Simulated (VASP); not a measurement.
# AlSn (P-6m2) in VASP: a series of runs, part 2 of 2

VASP 6.6.1.

### 5 Single point, PBE

INCAR reads:

```
SYSTEM = AlSn
PREC = Accurate
ENCUT = 520
EDIFF = 1E-6
ISMEAR = 0
SIGMA = 0.016
LREAL = .False.
LASPH = .True.
NELM = 100
ALGO = Normal
ISIF = 2
LWAVE = .False.
LCHARG = .True.
GGA = PE
LELF = .True.
LVHAR = .True.
NBANDS = 16
```

KPOINTS reads:

```
regular mesh
0
Gamma
  7 7 8
  0 0 0
```

POSCAR reads:

```
AlSn
1.0
    4.1981056157      0.0000000000      0.0000000000
   -2.0990528078      3.6356661109      0.0000000000
    0.0000000000      0.0000000000      3.3068470000
Sn Al
1 1
Direct
    0.3333333333      0.6666666667      0.5000000000
    0.0000000000      0.0000000000      0.0000000000
```

Potentials or basis: VASP PAW PBE potentials, release 64 (Sn_d, Al).

Launch:

```sh
$ cat potpaw_PBE.64/Sn_d/POTCAR potpaw_PBE.64/Al/POTCAR > POTCAR
$ mpirun -np 1 vasp_std > vasp.out
```

OUTCAR:

```text
SYSTEM = AlSn
   PREC = Accurate
   ENCUT = 520
   EDIFF = 1E-6
   ISMEAR = 0
   LREAL = .False.
   LASPH = .True.
   NELM = 100
   ISIF = 2
   GGA = PE

 ion  position               nearest neighbor table
   1  0.333  0.667  0.500-   2 2.93   2 2.93   2 2.93   2 2.93   2 2.93   2 2.93
   2  0.000  0.000  0.000-   1 2.93   1 2.93   1 2.93   1 2.93   1 2.93   1 2.93

  LATTYP: Found a hexagonal cell.
 ALAT       =     4.1981056157
 C/A-ratio  =     0.7876998110

  Lattice vectors:

 A1 = (   4.1981056157,   0.0000000000,   0.0000000000)
 A2 = (  -2.0990528078,   3.6356661109,   0.0000000000)
 A3 = (   0.0000000000,   0.0000000000,   3.3068470000)

Analysis of symmetry for initial positions (statically):
=====================================================================
 Subroutine PRICEL returns:
 Original cell was already a primitive cell.

 Routine SETGRP: Setting up the symmetry group for a
 hexagonal supercell.

 Subroutine GETGRP returns: Found 12 space group operations
 (whereof 12 operations were pure point group operations)
 out of a pool of 24 trial point group operations.

The static configuration has the point symmetry D_3h.

Analysis of symmetry for dynamics (positions and initial velocities):
=====================================================================
 Subroutine PRICEL returns:
 Original cell was already a primitive cell.

 Routine SETGRP: Setting up the symmetry group for a
 hexagonal supercell.

 Subroutine GETGRP returns: Found 12 space group operations
 (whereof 12 operations were pure point group operations)
 out of a pool of 24 trial point group operations.

The dynamic configuration has the point symmetry D_3h.

 Subroutine INISYM returns: Found 12 space group operations
 (whereof 12 operations are pure point group operations),
 and found     1 'primitive' translations

----------------------------------------------------------------------------------------

                                     Primitive cell

[... 105 lines left out ...]
   ISMEAR =     0;   SIGMA  =   0.02  broadening in eV -4-tet -1-fermi 0-gaus
   EFERMI_NEDOS =   21; number of points for ismear=-14 and -15
   IALGO  =     38    algorithm
   IMIX   =      4    mixing-type and parameters
     AMIX     =   0.40;   BMIX     =  1.00
     AMIX_MAG =   1.60;   BMIX_MAG =  1.00
  volume/ion in A,a.u.               =      25.24       170.30
  Fermi-wavevector in a.u.,A,eV,Ry     =   1.139044  2.152482 17.652500  1.297422
  Thomas-Fermi vector in A             =   2.275748
   LORBIT       =      0    0 simple, 1 ext, 2 COOP (PROOUT), +10 PAW based schemes
   GGA     = PE    functional components
   LHFCALC =     F    Hartree Fock is set to
   AEXX    =    0.0000 exact exchange contribution
   IVDW    =     0    specifies the selected vdW correction
   LEPSILON=     F    determine dielectric tensor
   LRPA    =     F    only Hartree local field effects (RPA)
 non-spin polarized calculation
 Gauss-broadening in eV      SIGMA  =   0.02
  energy-cutoff  :      520.00
  volume of cell :       50.47
 maximum number of plane-waves:      1374
 NGX is ok and might be reduce to    32
   NGX = 15   NGY = 15   NGZ = 13

 number of electron      16.9999999 magnetization

 Free energy of the ion-electron system (eV)
  ---------------------------------------------------
  ext. energy  EPLUGINS =         0.00000000
  ---------------------------------------------------
  free energy    TOTEN  =        -7.20119104 eV

  energy without entropy =       -7.20111767  energy(sigma->0) =       -7.20115435

 E-fermi :   6.4300     XC(G=0):  -9.5626

 val. band max:        6.3551761089   @ k =   0.2857   0.2857   0.2500
 cond. band min:       6.4376045289   @ k =   0.0000   0.0000   0.1250
 fundamental gap:      0.0824284201
 Fermi energy:         6.4299736070

 k-point     1 :       0.0000    0.0000    0.0000
  band No.  band energies     occupation
      1     -14.9283      2.00000
      2     -14.8267      2.00000
      3     -14.8267      2.00000
      4     -14.8047      2.00000
      5     -14.8047      2.00000
      6      -4.0209      2.00000
[... 433 lines left out ...]
      3     -14.8299      2.00000
      4     -14.8174      2.00000
      5     -14.8089      2.00000
      6      -1.0957      2.00000
[... 8 lines left out ...]
     15      18.6250      0.00000
     16      18.6793      0.00000

 [... further k-points ...]
[... 5 lines left out ...]
  --------------------------------------------------------------------------------------
  -------------------------------------------------------------------------------------
  Total       -0.0121427     -0.0121427      0.2434323     -0.0000000      0.0000000      0.0000000
  in kB       -0.3854556     -0.3854556      7.7274695     -0.0000000      0.0000000      0.0000000
  external PRESSURE =       2.3188527 kB  Pullay stress =       0.0000000 kB

 VOLUME and BASIS-vectors are now :
 -----------------------------------------------------------------------------
  energy-cutoff  :      520.00
  volume of cell :       50.47
      direct lattice vectors                 reciprocal lattice vectors
     4.198105616  0.000000000  0.000000000     0.238202678  0.137526380  0.000000000
    -2.099052808  3.635666111  0.000000000     0.000000000  0.275052760  0.000000000
     0.000000000  0.000000000  3.306847000     0.000000000  0.000000000  0.302402863

 POSITION                                       TOTAL-FORCE (eV/Angst)
 -----------------------------------------------------------------------------------
     -0.00000      2.42378      1.65342         0.000000     -0.000000      0.000000
      0.00000      0.00000      0.00000        -0.000000      0.000000      0.000000
 -----------------------------------------------------------------------------------
    total drift:                                0.000000     -0.000000     -0.000000

  FREE ENERGIE OF THE ION-ELECTRON SYSTEM (eV)
  ---------------------------------------------------
  free  energy   TOTEN  =        -7.2011910401 eV

  energy  without entropy=       -7.2011176680  energy(sigma->0) =       -7.20115435
```

OSZICAR:

```text
N       E                     dE             d eps       ncg     rms          rms(c)
DAV:   1     0.987004598478E+02    0.98700E+02   -0.79020E+03  1312   0.128E+03
DAV:   2     0.973776090600E+00   -0.97727E+02   -0.93831E+02  1400   0.335E+02
DAV:   3    -0.702926546446E+01   -0.80030E+01   -0.79662E+01  1600   0.768E+01
DAV:   4    -0.722864293984E+01   -0.19938E+00   -0.19935E+00  1568   0.127E+01
DAV:   5    -0.723739157457E+01   -0.87486E-02   -0.87485E-02  1912   0.259E+00    0.219E+00
DAV:   6    -0.721270148083E+01    0.24690E-01   -0.17321E-02  1664   0.181E+00    0.126E+00
DAV:   7    -0.720106168009E+01    0.11640E-01   -0.20147E-02  1768   0.174E+00    0.142E-01
DAV:   8    -0.720114678931E+01   -0.85109E-04   -0.21450E-03  1696   0.568E-01    0.440E-02
DAV:   9    -0.720118701942E+01   -0.40230E-04   -0.98059E-05  1664   0.859E-02    0.118E-02
DAV:  10    -0.720119008848E+01   -0.30691E-05   -0.78979E-06  1616   0.196E-02    0.502E-03
DAV:  11    -0.720119109052E+01   -0.10020E-05   -0.23835E-06  1624   0.954E-03    0.117E-03
DAV:  12    -0.720119104008E+01    0.50438E-07   -0.95514E-08  1024   0.364E-03
   1 F= -.72011910E+01 E0= -.72011544E+01  d E =-.733721E-04
```

stdout:

```text
POSCAR found type information on POSCAR SnAl
 POSCAR found :  2 types and       2 ions
 scaLAPACK will be used
 LDA part: xc-table for (Slater+PW92), standard interpolation
 POSCAR, INCAR and KPOINTS ok, starting setup
 FFT: planning ... GRIDC
 FFT: planning ... GRID_SOFT
 FFT: planning ... GRID
 WAVECAR not read
 entering main loop
```

It took 41 s on 1 thread of Intel Xeon 8259CL, shared host; peak memory 0.19 GiB.

Results:

```yaml
Free_energy: -7.2012 eV
Pressure: 0.2 GPa
Band_gap_on_the_k_mesh: zero (an odd number of electrons rules out a gap without spin polarisation)
```

Levels at points of the mesh, in eV from the Fermi level:
```csv
k point,band 4,band 5,band 6,band 7,band 8,band 9,band 10,band 11,band 12,band 13
"(0.00, 0.00, 0.00)",-21.23,-21.23,-10.45,-0.22,-0.22,0.69,2.60,3.12,3.12,5.18
"(0.00, 0.00, 0.50)",-21.25,-21.18,-7.42,-6.22,2.72,2.72,3.57,3.57,3.77,4.16
```

Caveat: spin-orbit coupling is left out, which moves the levels of the heavy elements.

### 6 The runs side by side

| smearing | gap on the mesh (eV) | pressure (GPa) |
| --- | --- | --- |
| gaussian 0.013 eV | none | 0.2 |
| gaussian 0.014 eV | none | 0.2 |
| gaussian 0.015 eV | none | 0.2 |
| gaussian 0.016 eV | none | 0.2 |

Alike in all rows: task single point; level PBE; potentials or basis VASP PAW PBE potentials, release 64 (Sn_d, Al); no spin polarisation; cell as given; k mesh 7 × 7 × 8; cutoff (eV) 520.

Caveats: spin-orbit coupling is left out, which moves the levels of the heavy elements.

Total energies depend on the potentials used, so only differences within one code and one set of settings carry meaning.
